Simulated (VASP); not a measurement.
Set up this calculation in VASP 6.6.1, as the native input.

| Quantity | Value |
| --- | --- |
| Task | single point |
| Functional | PBEsol |
| Potentials or basis | VASP PAW PBE potentials, release 64 (Be, C) |
| Cutoff | 600 eV |
| k mesh | 10 × 10 × 10 |
| Occupations | gaussian, width 0.01 eV |
| Spin | no spin polarisation |
| Dipole correction | no |
| Further INCAR settings | ALGO = Normal; EDIFF = 1e-06; NBANDS = 11 |

The structure of Be2C lies in POSCAR:

```
Be2C
1.0
    2.1323692850      2.1323692850      0.0000000000
   -2.1323692850      2.1323692850      0.0000000000
    0.0000000000      2.1323692850      2.1323692850
Be C
2 1
Direct
    0.2500000000      0.7500000000      0.5000000000
    0.7500000000      0.2500000000      0.5000000000
    0.0000000000      0.0000000000      0.0000000000
```

The input as run:

INCAR

```
PREC = Accurate
ENCUT = 600
EDIFF = 1E-6
ISMEAR = 0
SIGMA = 0.01
LREAL = False
LASPH = True
NELM = 120
ALGO = Normal
ISIF = 2
LWAVE = False
LCHARG = False
GGA = PS
NBANDS = 11
GGA_COMPAT = False
```

KPOINTS

```
Automatic mesh
0
Gamma
  10 10 10
```

Potentials or basis: VASP PAW PBE potentials, release 64 (Be, C).

Command:

```console
$ cat potpaw_PBE.64/Be/POTCAR potpaw_PBE.64/C/POTCAR > POTCAR
$ mpirun -np 1 vasp_std > vasp.out
```

It gave:

```yaml
Pressure: 7.6 GPa
Band_gap_on_the_k_mesh: 1.08 eV, indirect (least direct gap 4.17 eV)
```

Caveat: the PAW data sets were made with another functional, which shifts forces and pressure a little.

Wall time 8 s on 1 thread of AMD EPYC 7R43 64-Core Processor (Zen 3) (shared host), peak memory 0.1 GiB.
